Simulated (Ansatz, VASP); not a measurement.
Sb: VASP beside Ansatz

```
CELL_PARAMETERS angstrom
0.00000 2.38695 2.38695
2.38695 0.00000 2.38695
2.38695 2.38695 0.00000
ATOMIC_POSITIONS crystal
Sb 0.00000 0.00000 0.00000
```

Alike in both runs: task single point; functional LDA; k mesh 10 × 10 × 10; occupations fermi-dirac, width 0.05 eV; no spin polarisation.

|  | VASP | Ansatz |
| --- | --- | --- |
| version | VASP 6.6.1 | Ansatz 0.2.0 |
| potentials or method | VASP PAW LDA potentials, release 64 (Sb) | Ansatz PAW |
| plane-wave cutoff (eV) | 520 | 420 |
| valence electrons in the cell | 5 | 15 |

```csv
,VASP,Ansatz,Ansatz less VASP
gap on the k mesh at the Fermi level (eV),none,none,-
pressure (GPa),-3.4,-3.4,-0.05
```

LDA's correlation is that of Perdew and Zunger in VASP and of Perdew and Wang (1992) in Ansatz. A gap of «none» marks a metal or a gap that the smearing closes. VASP's potentials hold 5 valence electrons a cell and Ansatz's 15, so a difference there can come from the potentials and not from the codes.

Spin-orbit coupling is off throughout.
